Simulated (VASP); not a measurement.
Write the native input for VASP 6.6.1 that does the following.

- Task: single point
- Functional: PBE
- Potentials or basis: VASP PAW PBE potentials, release 64 (Si, Ge_d)
- Cutoff: 500 eV
- k mesh: 5 × 5 × 4
- Occupations: gaussian, width 0.2 eV
- Spin: no spin polarisation
- Dipole correction: no
- Further INCAR settings: ALGO = Normal; EDIFF = 1e-06; NBANDS = 31

The structure of SiGe3 lies in POSCAR:

```
SiGe3
1.0
    3.8273461348      0.0000000025      0.0000000000
   -1.9136730696      3.3145789806      0.0000000000
    0.0000000000      0.0000000000      6.2339813482
Si Ge
1 3
Direct
    0.0000000000      0.0000000000      0.3868464858
    0.6666666667      0.3333333333      0.6224441357
    0.3333333333      0.6666666667      0.8871443386
    0.6666666667      0.3333333333      0.1506591700
```

The cell was built from a structure type or drawn by symmetry, and may not be a known phase.

The input as run:

INCAR

```
PREC = Accurate
ENCUT = 500
EDIFF = 1E-6
ISMEAR = 0
SIGMA = 0.2
LREAL = F
LASPH = T
NELM = 120
ALGO = Normal
ISIF = 2
LWAVE = F
LCHARG = F
GGA = PE
NBANDS = 31
GGA_COMPAT = F
```

KPOINTS

```
Automatic mesh
0
Gamma
  5 5 4
```

Potentials or basis: VASP PAW PBE potentials, release 64 (Si, Ge_d).

Launch:

```bash
$ cat potpaw_PBE.64/Si/POTCAR potpaw_PBE.64/Ge_d/POTCAR > POTCAR
$ mpirun -np 1 vasp_std > vasp.out
```

It gave:

The pressure is 0.0 GPa, the largest force is 0.028 eV/Å and the band gap on the k mesh is zero (bands 23 and 24 overlap by 2.56 eV).

Caveat: the k points lie up to 0.38 Å⁻¹ apart, too coarse for converged energies and pressures of a metal.

Run time: 19 s on 1 thread of Intel(R) Xeon(R) 6975P-C (Granite Rapids) (shared host), peak memory 0.19 GiB.
